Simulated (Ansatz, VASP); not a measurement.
## One calculation of SnO2, two programs

```
Sn O
1.0
     4.96393    0.00000    0.00000
     0.00000    4.96394    0.00000
     0.00000    0.00000    3.06274
Sn O
2 4
Direct
  0.50000 0.50000 0.50000
  0.00000 0.00000 0.00000
  0.34319 0.34325 0.00000
  0.84319 0.15675 0.50000
  0.15681 0.84325 0.50000
  0.65681 0.65675 0.00000
```

Alike in both runs: task single point; functional PBE; k mesh 6 × 6 × 8; occupations gaussian, width 0.05 eV; no spin polarisation.

|  | VASP | Ansatz |
| --- | --- | --- |
| version | VASP 6.6.1 | Ansatz 0.2.0 |
| potentials or method | VASP PAW PBE potentials, release 64 (Sn_d, O), cutoff 520 eV | scalar-relativistic, plane waves, PAW |
| valence electrons in the cell | 52 | 52 |

Ansatz gave:

* gap on the k mesh at the Fermi level (eV): 2.05
* least direct gap on the mesh (eV): 2.13
* rms of the force components (eV/Å): 3.509

Problem. Which values does VASP return?

Solution. gap on the k mesh at the Fermi level (eV): 2.05; least direct gap on the mesh (eV): 2.13; rms of the force components (eV/Å): 3.558.

Atom by atom the forces differ by 0.049 eV/Å (rms over components).
